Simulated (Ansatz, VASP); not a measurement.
**TiAl: VASP beside Ansatz**

Contents of INCAR:

```
PREC = Accurate ; ENCUT = 520
EDIFF = 1E-7 ; ISMEAR = 0
SIGMA = 0.15 ; LREAL = F
LASPH = T ; NELM = 100
ALGO = Fast ; ISIF = 2
LWAVE = F ; LCHARG = T
GGA = PS ; LELF = T
LVHAR = T ; NBANDS = 14
```

KPOINTS

```
Automatic mesh
0
Gamma
  14 14 14
```

File POSCAR:

```
TiAl
1.0
    3.5035773053      0.0000000000      0.0000000000
    0.0000000000      3.5035773053      0.0000000000
    0.0000000000      0.0000000000      3.1563759507
Ti Al
1 1
Direct
    0.0000000000      0.0000000000      0.0000000000
    0.5000000000      0.5000000000      0.5000000000
```

Input for Ansatz:

```yaml
crystal:
  lattice:
    - [3.5035773052, 0.0, 0.0]
    - [0.0, 3.5035773052, 0.0]
    - [0.0, 0.0, 3.1563759506]
  atoms:
    - { symbol: Ti, position: [0.0, 0.0, 0.0] }
    - { symbol: Al, position: [0.5, 0.5, 0.5] }
basis:
  ecutwfc: 520.0
kpoints:
  mp_grid: { grid: [14, 14, 14] }
hamiltonian:
  xc: pbesol
scf:
  occupations: { method: gaussian, width: 0.15 }
output:
  forces: true
  stress: true
  eigenvalues: true
```

Change from the starting cell: normal strain along x +0.1100, normal strain along y +0.1100.

Alike in both runs: task single point; functional PBEsol; k mesh 14 × 14 × 14; occupations gaussian, width 0.15 eV; no spin polarisation.

```csv
,VASP,Ansatz
version,VASP 6.6.1,Ansatz 0.2.0
potentials or method,"VASP PAW PBE potentials, release 64 (Ti_sv, Al), cutoff 520 eV","scalar-relativistic, plane waves, PAW"
valence electrons in the cell,15,15
```

VASP gave:

- gap on the k mesh at the Fermi level (eV): none
- pressure (GPa): -15.9
- traceless stress, the component that is largest in VASP (GPa): -1.66

Task: Which values does Ansatz return?

Result: gap on the k mesh at the Fermi level (eV): none; pressure (GPa): -15.9; traceless stress, the component that is largest in VASP (GPa): -1.67.

VASP's potentials were made for PBE, not for PBEsol. A gap of «none» marks a metal or a gap that the smearing closes. With one functional, cell and mesh, what is left measures potentials, basis and numerics.
